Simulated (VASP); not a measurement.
Write the native input for VASP 6.6.1 that does the following.

```
Task                   : single point
Functional             : PBE
Potentials or basis    : VASP PAW PBE potentials, release 64 (Ti_sv, Al, H)
Cutoff                 : 520 eV
k mesh                 : 4 × 4 × 4, shifted
Occupations            : gaussian, width 0.1 eV
Spin                   : no spin polarisation
Dipole correction      : no
Further INCAR settings : LREAL = Auto; ALGO = Normal; EDIFF = 1e-06; NBANDS = 56
```

The structure of Ti4Al12H (a cell with a defect) lies in POSCAR:

```
Ti4Al12H
1.0
   -3.9797267063      3.9797267063      3.9797267063
    3.9797267063     -3.9797267063      3.9797267063
    3.9797267063      3.9797267063     -3.9797267063
Ti Al H
4 12 1
Direct
    0.4902305218      0.4881115321      0.0000090458
    0.0119192858      0.0097994166      0.0000089202
   -0.0001031478      0.5001389912      0.5000041829
    0.4998867125      0.0001290290      0.5000044342
    0.2500488283      0.2499912867      0.4999989062
    0.7500586649      0.7500012489      0.5000168722
    0.7511723092      0.2492091978      0.0000037691
    0.2508286558      0.7488847149      0.0000037691
    0.2495260537      0.5086388211      0.2581307903
    0.7511103703     -0.0041334497      0.2469302725
    0.7512946794      0.5038191434      0.7550689336
    0.2484519850     -0.0133981562      0.7350220796
    0.5134522169      0.2515768227      0.2649972166
   -0.0037699825      0.7487590782      0.2449442065
   -0.0086017213      0.2505061462      0.7418701629
    0.5041844951      0.7489459000      0.7530837470
    0.2699004427      0.2301813837      0.0000648286
```

One way to write it, as run:

INCAR

```
PREC = Accurate ; ENCUT = 520
EDIFF = 1E-6 ; ISMEAR = 0
SIGMA = 0.1 ; LREAL = Auto
LASPH = T ; NELM = 60
ALGO = Normal ; ISIF = 2
LWAVE = F ; LCHARG = F
GGA = PE ; NBANDS = 56
```

KPOINTS

```
Automatic mesh
0
Gamma
  4 4 4
  0.5 0.5 0.5
```

Potentials or basis: VASP PAW PBE potentials, release 64 (Ti_sv, Al, H).

Run with:

```sh
$ cat potpaw_PBE.64/Ti_sv/POTCAR potpaw_PBE.64/Al/POTCAR potpaw_PBE.64/H/POTCAR > POTCAR
$ mpirun -np 1 vasp_std > vasp.out
```

It gave:

```yaml
Pressure: 1.4 GPa
Largest_force: 0.039 eV/Å
```

It took 10 min on 1 thread of Intel(R) Xeon(R) 6975P-C (Granite Rapids) (shared host), peak memory 0.55 GiB.
